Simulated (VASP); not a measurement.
Crystal: Sb3O.

```
Sb O
1.0
     6.28976    0.00000    0.00000
    -3.14488    5.44709    0.00000
     0.00000    0.00000    5.01401
Sb O
6 2
Cartesian
  3.1449 3.5537 1.2535
  -1.5052 4.5004 3.7605
  1.6397 0.9467 1.2535
  0.0000 1.8934 3.7605
  4.6501 0.9467 1.2535
  1.5052 4.5004 3.7605
  0.0000 3.6314 1.2535
  3.1449 1.8157 3.7605
```

| Property | Result |
| --- | --- |
| Program | VASP 6.6.1 |
| Task | relaxation of cell and atoms |
| Functional | PBE |
| Potentials or basis | VASP PAW PBE potentials, release 64 (Sb, O) |
| Cutoff | 600 eV |
| k mesh | 6 × 6 × 8 |
| Occupations | gaussian, width 0.1 eV |
| Spin | no spin polarisation |

At the start: pressure 0.2 GPa; volume 21.47 Å³/atom.

Task: How do energy, volume and symmetry change on relaxing?

Result: Over 18 steps the energy falls by 270.8 meV/atom and the volume is 22.62 Å³/atom (+5.3 %); space group P6_3/mmc (No. 194, to 0.1 Å) before and after.

Step by step:
```tsv
step	energy change (eV)	largest force (eV/Å)	pressure (GPa)	volume (Å³)
1	0.0000	0.2645	0.17	171.78
2	-0.0821	0.3111	-0.20	172.30
3	-0.3549	0.5608	-0.64	173.42
4	-1.4681	0.4346	-0.15	173.58
5	-0.8958	0.7635	14.04	164.46
6	-1.9959	0.2072	5.28	170.19
7	-2.0364	0.0949	4.03	170.98
8	-2.0260	0.1410	4.59	170.63
9	-2.0761	0.1614	3.72	173.11
10	-2.1096	0.1736	2.47	177.09
11	-2.1107	0.1746	2.17	178.12
12	-2.1340	0.1375	1.59	178.93
13	-2.1655	0.0370	0.00	181.35
14	-2.1656	0.0312	-0.08	181.49
15	-2.1657	0.0282	-0.08	181.42
16	-2.1660	0.0196	-0.02	181.23
17	-2.1662	0.0022	0.05	180.83
18	-2.1662	0.0073	0.04	180.95
```

Final structure:
```yaml
crystal:
  lattice:
    - [7.42906, 0.00000, 0.00000]
    - [-3.71453, 6.43375, 0.00000]
    - [0.00000, 0.00000, 3.78574]
  atoms:
    - { symbol: Sb, position: [0.80749, 0.61497, 0.25000] }
    - { symbol: Sb, position: [0.19251, 0.80749, 0.75000] }
    - { symbol: Sb, position: [0.38503, 0.19251, 0.25000] }
    - { symbol: Sb, position: [0.19251, 0.38503, 0.75000] }
    - { symbol: Sb, position: [0.80749, 0.19251, 0.25000] }
    - { symbol: Sb, position: [0.61497, 0.80749, 0.75000] }
    - { symbol: O, position: [0.33333, 0.66667, 0.25000] }
    - { symbol: O, position: [0.66667, 0.33333, 0.75000] }
```

Caveat: a cell axis changed by over 15 % at a fixed basis, so the end point is rough.
